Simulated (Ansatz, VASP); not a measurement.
Two plane-wave programs on Au

```
CELL_PARAMETERS angstrom
2.90000 0.00000 0.00000
-1.45000 2.51147 0.00000
0.00000 0.00000 4.88000
ATOMIC_POSITIONS crystal
Au 0.66667 0.33333 0.25000
Au 0.33333 0.66667 0.75000
```

Alike in both runs: task single point; functional B3LYP; k mesh 6 × 6 × 3; occupations fermi-dirac, width 0.05 eV; no spin polarisation.

|  | VASP | Ansatz |
| --- | --- | --- |
| version | VASP 6.6.1 | Ansatz 0.2.0 |
| potentials or method | VASP PAW PBE potentials, release 64 (Au) | Ansatz PAW |
| plane-wave cutoff (eV) | 520 | 420 |
| valence electrons in the cell | 22 | 38 |

|  | VASP | Ansatz | Ansatz less VASP |
| --- | --- | --- | --- |
| gap on the k mesh at the Fermi level (eV) | none | none | - |
| pressure (GPa) | 10.5 | 10.0 | -0.52 |
| traceless stress, the component that is largest in VASP (GPa) | 5.59 | 5.70 | +0.104 |

VASP's potentials were made for PBE, not for B3LYP. A gap of «none» marks a metal or a gap that the smearing closes. VASP's potentials hold 22 valence electrons a cell and Ansatz's 38, so a difference there can come from the potentials and not from the codes.

The k mesh is coarse, so the values compare programs but aren't converged. Neither program's run includes spin-orbit coupling.
